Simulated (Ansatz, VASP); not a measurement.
## Two plane-wave programs on Mg

The input INCAR:

```
PREC = Accurate
ENCUT = 520
EDIFF = 1E-7
ISMEAR = 0
SIGMA = 0.05
LREAL = F
LASPH = T
NELM = 60
ALGO = Fast
ISIF = 2
LWAVE = F
LCHARG = F
GGA = PE
NBANDS = 7
```

The input KPOINTS:

```
regular mesh
0
Gamma
  14 14 14
```

The input POSCAR:

```
Mg
1.0
   -1.7727644967      1.7727644967      1.7727644967
    1.7727644967     -1.7727644967      1.7727644967
    1.7727644967      1.7727644967     -1.7727644967
Mg
1
Direct
    0.0000000000      0.0000000000      0.0000000000
```

Input for Ansatz:

```yaml
crystal:
  lattice:
    - [-1.7727644967, 1.7727644967, 1.7727644967]
    - [1.7727644967, -1.7727644967, 1.7727644967]
    - [1.7727644967, 1.7727644967, -1.7727644967]
  atoms:
    - { symbol: Mg, position: [0.0, 0.0, 0.0] }
basis:
  ecutwfc: 420
  fft_grid_basis: typed
kpoints:
  mp_grid: { grid: [14, 14, 14] }
hamiltonian:
  xc: pbe
  pseudopotentials: { kind: paw }
scf:
  occupations: { method: gaussian, width: 0.05 }
output:
  forces: true
  stress: true
  eigenvalues: true
  bader: true
  write_density: true
  volumetric_format: npy
  elf: true
```

Alike in both runs: task single point; functional PBE; k mesh 14 × 14 × 14; occupations gaussian, width 0.05 eV; no spin polarisation.

```csv
,VASP,Ansatz
version,VASP 6.6.1,Ansatz 0.2.0
potentials or method,"VASP PAW PBE potentials, release 64 (Mg), cutoff 520 eV","scalar-relativistic, plane waves, PAW"
valence electrons in the cell,2,10
```

```csv
,VASP,Ansatz,Ansatz less VASP
gap on the k mesh at the Fermi level (eV),none,none,-
pressure (GPa),0.9,1.1,+0.13
```

A gap of «none» marks a metal or a gap that the smearing closes. VASP's potentials hold 2 valence electrons a cell and Ansatz's 10, so a difference there can come from the potentials and not from the codes.
